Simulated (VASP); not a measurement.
Wanted: the native input for a VASP 6.6.1 run.

- Task: single point
- Functional: r2SCAN
- Potentials or basis: VASP PAW PBE potentials, release 64 (Ga_d, Sb)
- Cutoff: 550 eV
- k mesh: 16 × 16 × 16
- Occupations: gaussian, width 0.1 eV
- Spin: no spin polarisation
- Dipole correction: no
- Further INCAR settings: ALGO = Normal; EDIFF = 1e-06; NBANDS = 16

GaSb:

```xyz
2
Lattice="-1.9368 1.9368 3.5176 1.9368 -1.9368 3.5176 1.9368 1.9368 -3.5176" Properties=species:S:1:pos:R:3 pbc="T T T"
Ga    0.0000    0.0000    1.7218
Sb    0.0000    0.0000    6.0377
```

The input as run:

POSCAR

```
GaSb
1.0
   -1.9367620161      1.9367620161      3.5175686779
    1.9367620161     -1.9367620161      3.5175686779
    1.9367620161      1.9367620161     -3.5175686779
Ga Sb
1 1
Direct
    0.2447460298      0.2447460298      0.0000000000
    0.8582265602      0.8582265602      0.0000000000
```

INCAR.step1

```
SYSTEM = GaSb
PREC = Accurate
ENCUT = 550
ISMEAR = 0
SIGMA = 0.1
LREAL = .False.
LASPH = .True.
NELM = 120
NBANDS = 16
GGA = PE
ALGO = Normal
EDIFF = 1E-5
LWAVE = .True.
LCHARG = .False.
GGA_COMPAT = .False.
```

INCAR.step2

```
SYSTEM = GaSb
PREC = Accurate
ENCUT = 550
EDIFF = 1E-6
ISMEAR = 0
SIGMA = 0.1
LREAL = .False.
LASPH = .True.
NELM = 120
ALGO = Normal
ISIF = 2
LWAVE = .False.
LCHARG = .False.
METAGGA = R2SCAN
LMIXTAU = .True.
NBANDS = 16
ISTART = 1
GGA_COMPAT = .False.
```

KPOINTS

```
regular mesh
0
Gamma
  16 16 16
  0 0 0
```

Potentials or basis: VASP PAW PBE potentials, release 64 (Ga_d, Sb).

The run is started by

```console
$ cat potpaw_PBE.64/Ga_d/POTCAR potpaw_PBE.64/Sb/POTCAR > POTCAR
$ cp INCAR.step1 INCAR
$ mpirun -np 1 vasp_std > vasp.out
$ cp INCAR.step2 INCAR
$ mpirun -np 1 vasp_std > vasp.out
```

Results of the run:

```json
{
 "Pressure": "-1.7 GPa",
 "Largest force": "0.038 eV/Å",
 "Band gap on the k mesh": "zero (bands 9 and 10 overlap by 2.78 eV)"
}
```

Caveat: the PAW data sets were made with another functional, which shifts forces and pressure a little; spin-orbit coupling is left out, which moves the levels of the heavy elements.

Run time: 26 min on 1 thread of Oxide Virtual Turin-like Processor, with other jobs on the host, peak memory 0.44 GiB.
